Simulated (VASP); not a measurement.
Write the native input for VASP 6.6.1 that does the following.

* Task: single point
* Functional: LDA
* Potentials or basis: VASP PAW LDA potentials, release 64 (Bi_d, Te)
* Cutoff: 520 eV
* k mesh: 7 × 7 × 7
* Occupations: fermi-dirac, width 0.05 eV
* Spin: no spin polarisation
* Dipole correction: no
* Further INCAR settings: ALGO = Normal; EDIFF = 1e-06; NBANDS = 18

The structure of BiTe lies in POSCAR:

```
BiTe
1.0
    2.4702239101      1.4261844395      3.3823534125
   -2.4702239101      1.4261844395      3.3823534125
    0.0000000000     -2.8523688790      3.3823534125
Bi Te
1 1
Direct
    0.5000000000      0.5000000000      0.5000000000
    0.0000000000      0.0000000000      0.0000000000
```

One way to write it, as run:

INCAR

```
ALGO     = Normal         # electronic algorithm
EDIFF    = 1E-6           # SCF threshold, eV
ENCUT    = 520            # plane-wave cutoff, eV
GGA      = CA             # functional
ISIF     = 2              # what is computed and relaxed
ISMEAR   = -1             # smearing method
LASPH    = T              # aspherical terms in the spheres
LCHARG   = F              # write CHGCAR
LREAL    = F              # projectors in reciprocal space
LWAVE    = F              # write WAVECAR
NBANDS   = 18             # bands
NELM     = 80             # most SCF steps
PREC     = Accurate       # precision mode
SIGMA    = 0.05           # smearing width, eV
```

KPOINTS

```
k-points
0
Gamma
  7 7 7
```

Potentials or basis: VASP PAW LDA potentials, release 64 (Bi_d, Te).

The run is started by

```console
$ cat potpaw_LDA.64/Bi_d/POTCAR potpaw_LDA.64/Te/POTCAR > POTCAR
$ mpirun -np 1 vasp_std > vasp.out
```

Results of the run:

The pressure is -5.5 GPa.

Wall time 39 s on 1 thread of Intel(R) Xeon(R) Platinum 8488C (Sapphire Rapids), on a shared host, peak memory 0.2 GiB.
